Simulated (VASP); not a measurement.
Write the native input for VASP 6.6.1 that does the following.

* Task: single point
* Functional: PBE
* Potentials or basis: VASP PAW PBE potentials, release 64 (Ca_sv)
* Cutoff: 520 eV
* k mesh: 12 × 12 × 6
* Occupations: gaussian, width 0.05 eV
* Spin: no spin polarisation
* Dipole correction: no
* Further INCAR settings: ALGO = Normal; EDIFF = 1e-06; NBANDS = 17

The structure of Ca lies in POSCAR:

```
Ca
1.0
    3.9800000000      0.0000000000      0.0000000000
   -1.9900000000      3.4467811100      0.0000000000
    0.0000000000      0.0000000000      6.5200000000
Ca
2
Direct
    0.3333333300      0.6666666700      0.2500000000
    0.6666666700      0.3333333300      0.7500000000
```

This isn't the form of Ca at room conditions, which is fcc.

The input as run:

INCAR

```
PREC = Accurate ; ENCUT = 520
EDIFF = 1E-6 ; ISMEAR = 0
SIGMA = 0.05 ; LREAL = F
LASPH = T ; NELM = 60
ALGO = Normal ; ISIF = 2
LWAVE = F ; LCHARG = F
GGA = PE ; NBANDS = 17
```

KPOINTS

```
regular mesh
0
Gamma
  12 12 6
```

Potentials or basis: VASP PAW PBE potentials, release 64 (Ca_sv).

Command:

```sh
$ cat potpaw_PBE.64/Ca_sv/POTCAR > POTCAR
$ mpirun -np 1 vasp_std > vasp.out
```

It gave:

| Item | Value |
| --- | --- |
| Pressure | -0.9 GPa |
| Band gap on the k mesh | zero (bands 10 and 11 overlap by 0.53 eV) |

Wall time 100 s on 1 thread of Intel(R) Xeon(R) Platinum 8259CL CPU @ 2.50GHz (Skylake/Cascade Lake) (shared host), peak memory 0.25 GiB.
